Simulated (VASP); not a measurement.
# TaN (Fm-3m) in VASP: a series of runs

Runs on TaN. Level: PBE. Tasks: single point.

All numbers are computed with VASP 6.6.1; they aren't measurements. Logs are shortened: lines on timing, memory, paths and dates and some standing lists are left out, and cuts for length are marked.

## Step 1: The cell of the first run

Symmetry: Fm-3m, No. 225, cubic system. Conventional cell: a = 4.322 Å, b = 4.322 Å, c = 4.322 Å, α = 90.00°, β = 90.00°, γ = 90.00°. Ta (site symmetry m-3m) has 6 N at 2.16 Å within 2.9 Å. Within 2.9 Å of N (site symmetry m-3m) lie 6 Ta at 2.16 Å.

## Step 2: Single point, PBE

INCAR reads:

```
SYSTEM = TaN
  ALGO = Normal
  EDIFF = 1E-7
  ENCUT = 520
  GGA = PE
  ISIF = 2
  ISMEAR = 0
  LASPH = .TRUE.
  LCHARG = .FALSE.
  LREAL = .FALSE.
  LWAVE = .FALSE.
  NBANDS = 15
  NELM = 60
  PREC = Accurate
  SIGMA = 0.1
```

KPOINTS reads:

```
k-points
0
G
  16 16 16
  0 0 0
```

POSCAR reads:

```
TaN
1.0
    0.0000000000      2.1608391867      2.1608391867
    2.1608391867      0.0000000000      2.1608391867
    2.1608391867      2.1608391867      0.0000000000
Ta N
1 1
Direct
    0.5000000000      0.5000000000      0.5000000000
    0.0000000000      0.0000000000      0.0000000000
```

Potentials or basis: VASP PAW PBE potentials, release 64 (Ta_pv, N).

Launch:

```
$ cat potpaw_PBE.64/Ta_pv/POTCAR potpaw_PBE.64/N/POTCAR > POTCAR
$ mpirun -np 1 vasp_std > vasp.out
```

OUTCAR:

```text
SYSTEM = TaN
   EDIFF = 1E-7
   ENCUT = 520
   GGA = PE
   ISIF = 2
   ISMEAR = 0
   LASPH = .TRUE.
   LREAL = .FALSE.
   NELM = 60
   PREC = Accurate

 ion  position               nearest neighbor table
   1  0.500  0.500  0.500-   2 2.16   2 2.16   2 2.16   2 2.16   2 2.16   2 2.16
   2  0.000  0.000  0.000-   1 2.16   1 2.16   1 2.16   1 2.16   1 2.16   1 2.16

  LATTYP: Found a face centered cubic cell.
 ALAT       =     4.3216783734

  Lattice vectors:

 A1 = (   0.0000000000,   2.1608391867,   2.1608391867)
 A2 = (   2.1608391867,   0.0000000000,   2.1608391867)
 A3 = (   2.1608391867,   2.1608391867,   0.0000000000)

Analysis of symmetry for initial positions (statically):
=====================================================================
 Subroutine PRICEL returns:
 Original cell was already a primitive cell.

 Routine SETGRP: Setting up the symmetry group for a
 face centered cubic supercell.

 Subroutine GETGRP returns: Found 48 space group operations
 (whereof 48 operations were pure point group operations)
 out of a pool of 48 trial point group operations.

The static configuration has the point symmetry O_h .

Analysis of symmetry for dynamics (positions and initial velocities):
=====================================================================
 Subroutine PRICEL returns:
 Original cell was already a primitive cell.

 Routine SETGRP: Setting up the symmetry group for a
 face centered cubic supercell.

 Subroutine GETGRP returns: Found 48 space group operations
 (whereof 48 operations were pure point group operations)
 out of a pool of 48 trial point group operations.

The dynamic configuration has the point symmetry O_h .

 Subroutine INISYM returns: Found 48 space group operations
 (whereof 48 operations are pure point group operations),
 and found     1 'primitive' translations

----------------------------------------------------------------------------------------

                                     Primitive cell

  volume of cell :      20.1789

  direct lattice vectors                    reciprocal lattice vectors
     0.000000000  2.160839187  2.160839187    -0.231391583  0.231391583  0.231391583
     2.160839187  0.000000000  2.160839187     0.231391583 -0.231391583  0.231391583
     2.160839187  2.160839187  0.000000000     0.231391583  0.231391583 -0.231391583

  length of vectors
     3.055888084  3.055888084  3.055888084     0.400781978  0.400781978  0.400781978

  position of ions in fractional coordinates (direct lattice)
     0.500000000  0.500000000  0.500000000
     0.000000000  0.000000000  0.000000000

  ion indices of the primitive-cell ions
   primitive index   ion index
                 1           1
                 2           2

----------------------------------------------------------------------------------------

 KPOINTS: k-points

Automatic generation of k-mesh.
 Grid dimensions read from file:
 generate k-points for:   16   16   16

 Generating k-lattice:

  Cartesian coordinates                     Fractional coordinates (reciprocal lattice)
    -0.014461974  0.014461974  0.014461974     0.062500000  0.000000000  0.000000000
     0.014461974 -0.014461974  0.014461974     0.000000000  0.062500000  0.000000000
     0.014461974  0.014461974 -0.014461974     0.000000000  0.000000000  0.062500000

  Length of vectors
     0.025048874  0.025048874  0.025048874

  Shift w.r.t. Gamma in fractional coordinates (k-lattice)
     0.000000000  0.000000000  0.000000000

 Subroutine IBZKPT returns following result:
 ===========================================

 Found    145 irreducible k-points:

 Following reciprocal coordinates:
            Coordinates               Weight
  0.000000  0.000000  0.000000      1.000000
  0.062500  0.000000  0.000000      8.000000
  0.125000  0.000000  0.000000      8.000000
  0.187500  0.000000  0.000000      8.000000
  0.250000  0.000000  0.000000      8.000000
  0.312500  0.000000  0.000000      8.000000
[... 16 lines left out ...]
 -0.125000  0.062500  0.000000     24.000000
 -0.062500  0.062500  0.000000     12.000000
 [... further k-points ...]
   k-points           NKPTS =    145   k-points in BZ     NKDIM =    145   number of bands    NBANDS=     15
   number of dos      NEDOS =    301   number of ions     NIONS =      2
   total plane-waves  NPLWV =  13824
   dimension x,y,z NGX =    24 NGY =   24 NGZ =   24
   dimension x,y,z NGXF=    48 NGYF=   48 NGZF=   48
   ions per type =               1   1
   NGX,Y,Z   is equivalent  to a cutoff of  13.06, 13.06, 13.06 a.u.
   NGXF,Y,Z  is equivalent  to a cutoff of  26.11, 26.11, 26.11 a.u.
 SYSTEM =  TaN
   PREC   = accura    normal or accurate (medium, high low for compatibility)
   ISTART =      0    job   : 0-new  1-cont  2-samecut
   ICHARG =      2    charge: 1-file 2-atom 10-const
   ISPIN  =      1    spin polarized calculation?
   LNONCOLLINEAR =      F non collinear calculations
   LSORBIT =      F    spin-orbit coupling
   LASPH  =      T    aspherical Exc in radial PAW
   ENCUT  =  520.0 eV  38.22 Ry    6.18 a.u.   5.68  5.68  5.68*2*pi/ulx,y,z
   NELM   =     60;   NELMIN=  2; NELMDL= -5     # of ELM steps
   EDIFF  = 0.1E-06   stopping-criterion for ELM
   LREAL  =      F    real-space projection
   EDIFFG = 0.1E-05   stopping-criterion for IOM
   NSW    =      0    number of steps for IOM
   IBRION =     -1    ionic relax: 0-MD 1-quasi-New 2-CG
   NFREE  =      0    steps in history (QN), initial steepest desc. (CG)
   ISIF   =      2    stress and relaxation
   ISYM   =      2    0-nonsym 1-usesym 2-fastsym
   POTIM  = 0.5000    time-step for ionic-motion
   TEBEG  =    0.0;   TEEND  =   0.0 temperature during run
   PSTRESS=    0.0 pullay stress
   NELECT =      16.0000    total number of electrons
   NUPDOWN=      -1.0000    fix difference up-down
   EMIN   =  10.00;   EMAX   =-10.00  energy-range for DOS
   EFERMI =   0.00;   METHOD = LEGACY
   ISMEAR =     0;   SIGMA  =   0.10  broadening in eV -4-tet -1-fermi 0-gaus
   EFERMI_NEDOS =   21; number of points for ismear=-14 and -15
   IALGO  =     38    algorithm
   IMIX   =      4    mixing-type and parameters
     AMIX     =   0.40;   BMIX     =  1.00
     AMIX_MAG =   1.60;   BMIX_MAG =  1.00
  volume/ion in A,a.u.               =      10.09        68.09
  Fermi-wavevector in a.u.,A,eV,Ry     =   1.515243  2.863395 31.238464  2.295962
  Thomas-Fermi vector in A             =   2.624793
   LORBIT       =      0    0 simple, 1 ext, 2 COOP (PROOUT), +10 PAW based schemes
   GGA     = PE    functional components
   LHFCALC =     F    Hartree Fock is set to
   AEXX    =    0.0000 exact exchange contribution
   IVDW    =     0    specifies the selected vdW correction
   LEPSILON=     F    determine dielectric tensor
   LRPA    =     F    only Hartree local field effects (RPA)
 non-spin polarized calculation
 Gauss-broadening in eV      SIGMA  =   0.10
  energy-cutoff  :      520.00
  volume of cell :       20.18
 maximum number of plane-waves:       560
   NGX = 11   NGY = 11   NGZ = 11

 number of electron      15.9999998 magnetization

 Free energy of the ion-electron system (eV)
  ---------------------------------------------------
  ext. energy  EPLUGINS =         0.00000000
  ---------------------------------------------------
  free energy    TOTEN  =       -21.71657308 eV

  energy without entropy =      -21.71117620  energy(sigma->0) =      -21.71387464

 E-fermi :  10.1459     XC(G=0): -13.7304

 val. band max:       10.1453109572   @ k =  -0.3125   0.3125   0.1250
 cond. band min:      10.1550200277   @ k =  -0.4375   0.1875   0.0000
 fundamental gap:      0.0097090705
 Fermi energy:        10.1458665414

 k-point     1 :       0.0000    0.0000    0.0000
  band No.  band energies     occupation
      1     -25.5225      2.00000
      2     -25.5225      2.00000
      3     -25.5225      2.00000
      4      -9.1499      2.00000
      5       6.1715      2.00000
      6       6.1715      2.00000
      7       6.1715      2.00000
      8       7.8954      2.00000
      9       7.8954      2.00000
     10       7.8954      2.00000
     11      10.2281      0.24512
     12      10.2281      0.24512
     13      12.1350      0.00000
     14      19.5766      0.00000
     15      22.6360      0.00000

 k-point     2 :       0.0625    0.0000    0.0000
  band No.  band energies     occupation
      1     -25.5659      2.00000
      2     -25.5263      2.00000
      3     -25.5263      2.00000
      4      -9.0441      2.00000
      5       5.6410      2.00000
      6       5.8051      2.00000
      7       5.8051      2.00000
      8       8.0649      2.00000
      9       8.0649      2.00000
     10       8.1433      2.00000
     11      10.6496      0.00000
     12      10.6496      0.00000
     13      12.4210      0.00000
     14      19.8932      0.00000
     15      22.6359      0.00000

 k-point     3 :       0.1250    0.0000    0.0000
  band No.  band energies     occupation
      1     -25.6874      2.00000
      2     -25.5370      2.00000
      3     -25.5370      2.00000
      4      -8.7391      2.00000
      5       4.5697      2.00000
      6       5.0525      2.00000
      7       5.0525      2.00000
      8       8.4575      2.00000
      9       8.4575      2.00000
     10       8.5122      2.00000
     11      11.6710      0.00000
     12      11.6710      0.00000
     13      13.1572      0.00000
     14      20.7733      0.00000
     15      22.6355      0.00000
[... 343 lines left out ...]
 k-point    23 :      -0.1250    0.0625    0.0000
  band No.  band energies     occupation
      1     -25.7578      2.00000
      2     -25.5749      2.00000
      3     -25.5314      2.00000
      4      -8.5208      2.00000
      5       3.8890      2.00000
      6       4.4636      2.00000
      7       4.9750      2.00000
      8       8.3967      2.00000
      9       8.6357      2.00000
     10       9.2759      2.00000
     11      11.3616      0.00000
     12      12.8431      0.00000
     13      13.8086      0.00000
     14      21.3934      0.00000
     15      22.6352      0.00000

 k-point    24 :      -0.0625    0.0625    0.0000
  band No.  band energies     occupation
      1     -25.6258      2.00000
      2     -25.5493      2.00000
      3     -25.5248      2.00000
      4      -8.8741      2.00000
      5       4.9175      2.00000
      6       5.2199      2.00000
      7       5.5869      2.00000
      8       8.0811      2.00000
      9       8.3179      2.00000
     10       8.6536      2.00000
     11      10.7028      0.00000
     12      11.5992      0.00000
     13      12.9212      0.00000
     14      20.3966      0.00000
     15      22.6357      0.00000

 [... further k-points ...]
[... 5 lines left out ...]
  --------------------------------------------------------------------------------------
  -------------------------------------------------------------------------------------
  Total        3.2896573      3.2896573      3.2896573      0.0000000     -0.0000000     -0.0000000
  in kB      261.1944234    261.1944234    261.1944234      0.0000000     -0.0000000     -0.0000000
  external PRESSURE =     261.1944234 kB  Pullay stress =       0.0000000 kB

 VOLUME and BASIS-vectors are now :
 -----------------------------------------------------------------------------
  energy-cutoff  :      520.00
  volume of cell :       20.18
      direct lattice vectors                 reciprocal lattice vectors
     0.000000000  2.160839187  2.160839187    -0.231391583  0.231391583  0.231391583
     2.160839187  0.000000000  2.160839187     0.231391583 -0.231391583  0.231391583
     2.160839187  2.160839187  0.000000000     0.231391583  0.231391583 -0.231391583

 POSITION                                       TOTAL-FORCE (eV/Angst)
 -----------------------------------------------------------------------------------
      2.16084      2.16084      2.16084        -0.000000     -0.000000     -0.000000
      0.00000      0.00000      0.00000         0.000000      0.000000      0.000000
 -----------------------------------------------------------------------------------
    total drift:                                0.000000     -0.000000     -0.000000

  FREE ENERGIE OF THE ION-ELECTRON SYSTEM (eV)
  ---------------------------------------------------
  free  energy   TOTEN  =       -21.7165730848 eV

  energy  without entropy=      -21.7111761979  energy(sigma->0) =      -21.71387464
```

Run time: 26 s. Hardware: 1 thread of Intel Xeon 6975P-C (Granite Rapids), shared host; peak memory 0.16 GiB.

Results:

```
Free energy            : -21.7166 eV
Pressure               : 26.1 GPa
Band gap on the k mesh : zero (band 8 reaches 12.22 eV, above the bottom of band 9 at 7.90 eV)
```

Levels at points of the mesh, in eV from the Fermi level:
```
           k point  band 6  band 7  band 8  band 9  band 10  band 11
(0.00, 0.00, 0.00)   -3.97   -3.97   -2.25   -2.25    -2.25     0.08
(0.50, 0.00, 0.00)   -7.97   -7.97    2.08    2.08     2.17     4.01
(0.50, 0.50, 0.00)   -5.83   -4.76   -4.76    2.30     3.86     3.86
```

Caveat: spin-orbit coupling is left out, which moves the levels of the heavy elements.

## Step 3: Single point, PBE

This run uses another cell than the first one, of 10.42 Å³/atom, 1.032 times its volume.

INCAR reads:

```
  PREC = Accurate
  ENCUT = 520
  EDIFF = 1E-6
  ISMEAR = 0
  SIGMA = 0.1
  LREAL = False
  LASPH = True
  NELM = 100
  ALGO = Normal
  ISIF = 2
  LWAVE = False
  LCHARG = True
  GGA = PE
  LELF = True
  LVHAR = True
  NBANDS = 15
```

KPOINTS reads:

```
Automatic mesh
0
Gamma
  16 16 16
```

POSCAR reads:

```
TaN
1.0
    0.0000000000      2.1838849214      2.1838849214
    2.1838849214      0.0000000000      2.1838849214
    2.1838849214      2.1838849214      0.0000000000
Ta N
1 1
Direct
    0.5000000000      0.5000000000      0.5000000000
    0.0000000000      0.0000000000      0.0000000000
```

Potentials or basis: VASP PAW PBE potentials, release 64 (Ta_pv, N).

Launch:

```
$ cat potpaw_PBE.64/Ta_pv/POTCAR potpaw_PBE.64/N/POTCAR > POTCAR
$ mpirun -np 1 vasp_std > vasp.out
```

OUTCAR:

```text
PREC = Accurate
   ENCUT = 520
   EDIFF = 1E-6
   ISMEAR = 0
   LREAL = False
   LASPH = True
   NELM = 100
   ISIF = 2
   GGA = PE

 ion  position               nearest neighbor table
   1  0.500  0.500  0.500-   2 2.18   2 2.18   2 2.18   2 2.18   2 2.18   2 2.18
   2  0.000  0.000  0.000-   1 2.18   1 2.18   1 2.18   1 2.18   1 2.18   1 2.18

  LATTYP: Found a face centered cubic cell.
 ALAT       =     4.3677698428

  Lattice vectors:

 A1 = (   0.0000000000,   2.1838849214,   2.1838849214)
 A2 = (   2.1838849214,   0.0000000000,   2.1838849214)
[... 610 lines left out ...]
     12      11.1640      0.00000
     13      12.2809      0.00000
     14      19.9808      0.00000
     15      22.1914      0.00000

 [... further k-points ...]
[... 5 lines left out ...]
  --------------------------------------------------------------------------------------
  -------------------------------------------------------------------------------------
  Total        1.6822741      1.6822741      1.6822741     -0.0000000     -0.0000000      0.0000000
  in kB      129.3862445    129.3862445    129.3862445     -0.0000000     -0.0000000      0.0000000
  external PRESSURE =     129.3862445 kB  Pullay stress =       0.0000000 kB

 VOLUME and BASIS-vectors are now :
 -----------------------------------------------------------------------------
  energy-cutoff  :      520.00
  volume of cell :       20.83
      direct lattice vectors                 reciprocal lattice vectors
     0.000000000  2.183884921  2.183884921    -0.228949793  0.228949793  0.228949793
     2.183884921  0.000000000  2.183884921     0.228949793 -0.228949793  0.228949793
     2.183884921  2.183884921  0.000000000     0.228949793  0.228949793 -0.228949793

 POSITION                                       TOTAL-FORCE (eV/Angst)
 -----------------------------------------------------------------------------------
      2.18388      2.18388      2.18388         0.000000      0.000000      0.000000
      0.00000      0.00000      0.00000        -0.000000     -0.000000     -0.000000
 -----------------------------------------------------------------------------------
    total drift:                                0.000000     -0.000000     -0.000000

  FREE ENERGIE OF THE ION-ELECTRON SYSTEM (eV)
  ---------------------------------------------------
  free  energy   TOTEN  =       -21.7959529867 eV

  energy  without entropy=      -21.7903687883  energy(sigma->0) =      -21.79316089
```

stdout:

```text
POSCAR found type information on POSCAR TaN
 POSCAR found :  2 types and       2 ions
 scaLAPACK will be used
 LDA part: xc-table for (Slater+PW92), standard interpolation
 POSCAR, INCAR and KPOINTS ok, starting setup
 FFT: planning ... GRIDC
 FFT: planning ... GRID_SOFT
 FFT: planning ... GRID
 WAVECAR not read
 entering main loop
```

It took 23 s on 1 thread of Intel Xeon 6975P-C (Granite Rapids), shared host; peak memory 0.17 GiB.

Results:

```
Free energy            : -21.7960 eV
Pressure               : 12.9 GPa
Band gap on the k mesh : zero (band 8 reaches 11.75 eV, above the bottom of band 9 at 7.62 eV)
```

Caveat: spin-orbit coupling is left out, which moves the levels of the heavy elements.
